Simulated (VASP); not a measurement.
Here is a VASP 6.6.1 calculation.

File POSCAR:

```
SbPt
1.0
    4.1831952680      0.0000000000      0.0000000000
   -2.0915976340      3.6227533710      0.0000000000
    0.0000000000      0.0000000000      5.6199278325
Sb Pt
2 2
Direct
    0.3333333333      0.6666666667      0.2500000000
    0.6666666667      0.3333333333      0.7500000000
    0.0000000000      0.0000000000      0.0000000000
    0.0000000000      0.0000000000      0.5000000000
```

INCAR.step1

```
SYSTEM = SbPt
PREC = Accurate ; ENCUT = 600
ISMEAR = 0 ; SIGMA = 0.05
LREAL = .False. ; LASPH = .True.
NELM = 60 ; GGA = PE
ALGO = Normal ; EDIFF = 1E-4
LWAVE = .True. ; LCHARG = .False.
```

File INCAR.step2:

```
SYSTEM = SbPt
PREC = Accurate ; ENCUT = 600
EDIFF = 1E-7 ; ISMEAR = 0
SIGMA = 0.05 ; LREAL = .False.
LASPH = .True. ; NELM = 60
ALGO = Normal ; ISIF = 4
LWAVE = .False. ; LCHARG = .False.
METAGGA = R2SCAN ; LMIXTAU = .True.
IBRION = 2 ; NSW = 60
EDIFFG = -0.01 ; ISTART = 1
```

Contents of KPOINTS:

```
regular mesh
0
Gamma
  6 6 4
  0 0 0
```

Potentials or basis: VASP PAW PBE potentials, release 64 (Sb, Pt).

Command:

```console
$ cat potpaw_PBE.64/Sb/POTCAR potpaw_PBE.64/Pt/POTCAR > POTCAR
$ cp INCAR.step1 INCAR
$ mpirun -np 1 vasp_std > vasp.out
$ cp INCAR.step2 INCAR
$ mpirun -np 1 vasp_std > vasp.out
```

(1) Estimate the band gap on the k mesh.

## Answers

(1) zero (bands 15 and 16 overlap by 4.13 eV).

Caveat: spin-orbit coupling is left out, which moves the levels of the heavy elements.
